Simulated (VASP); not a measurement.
# NaH (I4mm) in VASP: notebook, part 2 of 2

VASP 6.6.1.

## (3) Single point, LDA (shortest bond scaled by 0.7)

INCAR reads:

```
SYSTEM = NaH
ALGO = Normal ; EDIFF = 1E-6
ENCUT = 520 ; ISIF = 2
ISMEAR = -1 ; LASPH = .True.
LCHARG = .False. ; LREAL = .False.
LWAVE = .False. ; NBANDS = 11
NELM = 100 ; PREC = Accurate
SIGMA = 0.03
```

KPOINTS reads:

```
k-points
0
Gamma
  8 8 8
  0 0 0
```

POSCAR reads:

```
NaH
1.0
    0.0000000000      2.3864216652      2.3864216652
    2.3864216652      0.0000000000      2.3864216652
    2.3864216652      2.3864216652      0.0000000000
Na H
1 1
Direct
   -0.0750000000     -0.0750000000      0.0750000000
    0.5750000000      0.5750000000      0.4250000000
```

Potentials or basis: VASP PAW LDA potentials, release 64 (Na_pv, H).

Command:

```console
$ cat potpaw_LDA.64/Na_pv/POTCAR potpaw_LDA.64/H/POTCAR > POTCAR
$ mpirun -np 1 vasp_std > vasp.out
```

OUTCAR:

```text
SYSTEM = NaH
   EDIFF = 1E-6
   ENCUT = 520
   ISIF = 2
   ISMEAR = -1
   LASPH = .True.
   LREAL = .False.
   NELM = 100
   PREC = Accurate

 ion  position               nearest neighbor table
   1  0.925  0.925  0.075-   2 1.67
   2  0.575  0.575  0.425-   1 1.67

  LATTYP: Found a face centered cubic cell.
 ALAT       =     4.7728433304

  Lattice vectors:

 A1 = (   0.0000000000,   2.3864216652,   2.3864216652)
 A2 = (   2.3864216652,   0.0000000000,   2.3864216652)
 A3 = (   2.3864216652,   2.3864216652,   0.0000000000)

Analysis of symmetry for initial positions (statically):
=====================================================================
 Subroutine PRICEL returns:
 Original cell was already a primitive cell.

 Routine SETGRP: Setting up the symmetry group for a
 face centered cubic supercell.

 Subroutine GETGRP returns: Found  8 space group operations
 (whereof  8 operations were pure point group operations)
 out of a pool of 48 trial point group operations.

The static configuration has the point symmetry C_4v.

Analysis of symmetry for dynamics (positions and initial velocities):
=====================================================================
 Subroutine PRICEL returns:
 Original cell was already a primitive cell.

 Routine SETGRP: Setting up the symmetry group for a
 face centered cubic supercell.

 Subroutine GETGRP returns: Found  8 space group operations
 (whereof  8 operations were pure point group operations)
 out of a pool of 48 trial point group operations.

The dynamic configuration has the point symmetry C_4v.

 Subroutine INISYM returns: Found  8 space group operations
 (whereof  8 operations are pure point group operations),
 and found     1 'primitive' translations

----------------------------------------------------------------------------------------

                                     Primitive cell

  volume of cell :      27.1814

  direct lattice vectors                    reciprocal lattice vectors
[... 116 lines left out ...]
   LEPSILON=     F    determine dielectric tensor
   LRPA    =     F    only Hartree local field effects (RPA)
 non-spin polarized calculation
  energy-cutoff  :      520.00
  volume of cell :       27.18
 maximum number of plane-waves:       754
 NGX is ok and might be reduce to    28
   NGX = 13   NGY = 13   NGZ = 13

 number of electron       8.0000001 magnetization

 Free energy of the ion-electron system (eV)
  ---------------------------------------------------
  ext. energy  EPLUGINS =         0.00000000
  ---------------------------------------------------
  free energy    TOTEN  =        -4.88884548 eV

  energy without entropy =       -4.88884548  energy(sigma->0) =       -4.88884548

 E-fermi :  -0.4062     XC(G=0):  -8.2887

 val. band max:       -0.9658870862   @ k =   0.2500  -0.2500   0.5000
 cond. band min:       2.3180166189   @ k =   0.5000   0.0000   0.0000
 fundamental gap:      3.2839037050
 Fermi energy:        -0.4062499276

 k-point     1 :       0.0000    0.0000    0.0000
  band No.  band energies     occupation
      1     -23.1792      2.00000
      2     -23.1427      2.00000
      3     -23.1427      2.00000
      4      -4.9085      2.00000
      5       8.6191      0.00000
      6      13.6002      0.00000
      7      13.6002      0.00000
      8      14.5777      0.00000
      9      16.0909      0.00000
     10      16.4815      0.00000
     11      16.4815      0.00000
[... 309 lines left out ...]
 k-point    24 :       0.5000    0.2500    0.0000
  band No.  band energies     occupation
      1     -23.2706      2.00000
      2     -23.1917      2.00000
      3     -23.1693      2.00000
      4      -1.7516      2.00000
      5       3.7716      0.00000
      6       6.6749      0.00000
      7      10.4192      0.00000
      8      10.9204      0.00000
      9      15.7488      0.00000
     10      19.1765      0.00000
     11      19.3221      0.00000

 [... further k-points ...]

------------------------ aborting loop because EDIFF is reached ----------------------------------------

  FORCE on cell =-STRESS in cart. coord.  units (eV):
  Direction    XX          YY          ZZ          XY          YZ          ZX
  --------------------------------------------------------------------------------------
  -------------------------------------------------------------------------------------
  Total       -0.4056820     -0.4056820      3.4213631      0.0000000      0.0000000      0.0000000
  in kB      -23.9124875    -23.9124875    201.6685622      0.0000000      0.0000000      0.0000000
  external PRESSURE =      51.2811957 kB  Pullay stress =       0.0000000 kB

 VOLUME and BASIS-vectors are now :
 -----------------------------------------------------------------------------
  energy-cutoff  :      520.00
  volume of cell :       27.18
      direct lattice vectors                 reciprocal lattice vectors
     0.000000000  2.386421665  2.386421665    -0.209518715  0.209518715  0.209518715
     2.386421665  0.000000000  2.386421665     0.209518715 -0.209518715  0.209518715
     2.386421665  2.386421665  0.000000000     0.209518715  0.209518715 -0.209518715

 POSITION                                       TOTAL-FORCE (eV/Angst)
 -----------------------------------------------------------------------------------
      2.38642      2.38642      4.41488         0.000000      0.000000      2.312567
      2.38642      2.38642      2.74438         0.000000      0.000000     -2.312567
 -----------------------------------------------------------------------------------
    total drift:                               -0.000000     -0.000000      0.000557

  FREE ENERGIE OF THE ION-ELECTRON SYSTEM (eV)
  ---------------------------------------------------
  free  energy   TOTEN  =        -4.8888454753 eV

  energy  without entropy=       -4.8888454753  energy(sigma->0) =       -4.88884548
```

stdout:

```text
POSCAR found type information on POSCAR NaH
 POSCAR found :  2 types and       2 ions
 scaLAPACK will be used
 LDA part: xc-table for (Slater(with rela. corr.)+CA(PZ))
 , standard interpolation
 POSCAR, INCAR and KPOINTS ok, starting setup
 FFT: planning ... GRIDC
 FFT: planning ... GRID_SOFT
 FFT: planning ... GRID
 WAVECAR not read
 entering main loop
```

Run time: 37 s. Hardware: 1 thread of AMD EPYC 7R13, shared host; peak memory 0.11 GiB.

Results:

| Item | Value |
| --- | --- |
| Free energy | -4.8888 eV |
| Pressure | 5.1 GPa |
| Largest force | 2.313 eV/Å |
| Band gap on the k mesh | 3.28 eV, indirect (least direct gap 4.29 eV) |

Forces in eV/Å, atoms in the order of the input:
```
Na   0.000  0.000  2.313
H    0.000  0.000 -2.313
```

Stress tensor (GPa, compression positive):
```
-2.39  0.00  0.00
 0.00 -2.39  0.00
 0.00  0.00 20.17
```

Levels at points of the mesh, in eV from the valence-band top:
```
           k point  band 2  band 3  band 4  band 5  band 6  band 7
(0.00, 0.00, 0.00)  -22.18  -22.18   -3.94    9.58   14.57   14.57
(0.50, 0.00, 0.00)  -22.21  -22.19   -1.00    3.28   10.22   13.30
(0.50, 0.50, 0.00)  -22.22  -22.22   -0.34    4.68    9.68   10.47
(0.00, 0.50, 0.50)  -22.26  -22.21   -0.21    4.27    9.10    9.13
```

Caveat: the cell differs from its parent crystal (shortest bond scaled by 0.7); forces of over 1 eV/Å act on the atoms, so gaps and moduli don't describe the material at rest. A k mesh can miss the band edges.
